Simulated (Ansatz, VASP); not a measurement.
## Two plane-wave programs on ZrSc3F2

```
Zr Sc F
1.0
     6.54148    0.00000    0.00000
    -3.27074    5.66508    0.00000
     0.00000    0.00000    2.82092
Zr Sc F
1 3 2
Direct
  0.00000 0.00000 0.00000
  0.50000 0.00000 0.50000
  0.50000 0.50000 0.50000
  0.00000 0.50000 0.50000
  0.33333 0.66667 0.00000
  0.66667 0.33333 0.00000
```

Change from the starting cell: species swapped into the ScCo3B2 type (P6/mmm, No. 191).

Alike in both runs: functional PBE; k mesh 6 × 6 × 6; occupations gaussian, width 0.1 eV; no spin polarisation.

Ansatz relaxed the structure, and its values are those at the end. VASP's run is a single point on that final structure, the one shown.

```csv
,VASP,Ansatz
version,VASP 6.6.1,Ansatz 0.2.0
potentials or method,"VASP PAW PBE potentials, release 64 (Zr_sv, Sc_sv, F), cutoff 520 eV","scalar-relativistic, plane waves, PAW"
valence electrons in the cell,59,59
```

Ansatz gave:

```
gap on the k mesh at the Fermi level (eV) : none
pressure (GPa)                            : 0.0
```

Task: Which values does VASP return?

Result: gap on the k mesh at the Fermi level (eV): none; pressure (GPa): 0.1.

A gap of «none» marks a metal or a gap that the smearing closes. The functional is the same, so the differences come from potentials, cutoffs and numerics.

The k mesh is coarse, so the values compare programs but aren't converged.
